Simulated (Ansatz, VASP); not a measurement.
## Two plane-wave programs on SiO2

```
CELL_PARAMETERS angstrom
7.05029 0.00000 0.00000
0.00000 7.05029 0.00000
0.00000 0.00000 7.05029
ATOMIC_POSITIONS crystal
Si 0.28376 0.28376 0.28376
Si 0.21624 0.71624 0.78376
Si 0.78376 0.21624 0.71624
Si 0.71624 0.78376 0.21624
Si 0.02207 0.02207 0.02207
Si 0.47793 0.97793 0.52207
Si 0.52207 0.47793 0.97793
Si 0.97793 0.52207 0.47793
O 0.15276 0.15276 0.15276
O 0.34724 0.84724 0.65276
O 0.65276 0.34724 0.84724
O 0.84724 0.65276 0.34724
O 0.63912 0.66442 0.03791
O 0.86088 0.33558 0.53791
O 0.13912 0.83558 0.96209
O 0.36088 0.16442 0.46209
O 0.03791 0.63912 0.66442
O 0.53791 0.86088 0.33558
O 0.96209 0.13912 0.83558
O 0.46209 0.36088 0.16442
O 0.66442 0.03791 0.63912
O 0.33558 0.53791 0.86088
O 0.83558 0.96209 0.13912
O 0.16442 0.46209 0.36088
```

Alike in both runs: task single point; functional LDA; k mesh 4 × 4 × 4; occupations gaussian, width 0.02 eV; no spin polarisation.

|  | VASP | Ansatz |
| --- | --- | --- |
| version | VASP 6.6.1 | Ansatz 0.2.0 |
| potentials or method | VASP PAW LDA potentials, release 64 (Si, O), cutoff 520 eV | scalar-relativistic, plane waves, PAW |
| valence electrons in the cell | 128 | 128 |

Ansatz gave:

| Property | Result |
| --- | --- |
| gap on the k mesh at the Fermi level (eV) | 5.64 |
| least direct gap on the mesh (eV) | 5.65 |

Problem. What did VASP give for the same quantities?

Solution. gap on the k mesh at the Fermi level (eV): 5.64; least direct gap on the mesh (eV): 5.64.

LDA's correlation is that of Perdew and Zunger in VASP and of Perdew and Wang (1992) in Ansatz.
